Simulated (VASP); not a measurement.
Runs of VASP 6.6.1 on Ge. The structure is cubic, space group Fd-3m (No. 227). Conventional cell: a = 5.674 Å, b = 5.674 Å, c = 5.674 Å, α = 90.00°, β = 90.00°, γ = 90.00°. Within 3.2 Å of Ge (site symmetry -43m) lie 4 Ge at 2.46 Å. 

```tsv
level	k mesh	smearing	grid for exact exchange (PRECFOCK)	screening parameter	share of exact exchange	gap on the mesh (eV)	pressure (GPa)
HSE06	4 × 4 × 4	fermi-dirac 0.02 eV	Normal	0.2079 1/Å	-	0.85	0.5
r2SCAN	6 × 6 × 6	fermi-dirac 0.02 eV	-	-	-	0.32	0.0
PBE-based global hybrid	4 × 4 × 4	fermi-dirac 0.02 eV	Normal	-	0.2	1.25	(c)
PBE-based screened hybrid	4 × 4 × 4	fermi-dirac 0.02 eV	Normal	0.5 1/Å	0.15	0.25	(a)
PBE-based screened hybrid	4 × 4 × 4	fermi-dirac 0.02 eV	Normal	0.3 1/Å	0.75	1.93	(b)
r2SCAN	6 × 6 × 6	methfessel-paxton 0.2 eV	-	-	-	0.32	0.0
```

Alike in all rows: task single point; potentials or basis VASP PAW PBE potentials, release 64 (Ge_d); no spin polarisation; cell as given; cutoff (eV) 520.

Task: Fill in the values left out.

Result: (a) 2.2; (b) -2.9; (c) 0.8.

Caveats: some runs use coarse meshes; the PAW data sets were made with another functional, which shifts forces and pressure a little.

A k mesh can miss the band edges, and the runs leave out spin-orbit coupling on Ge.
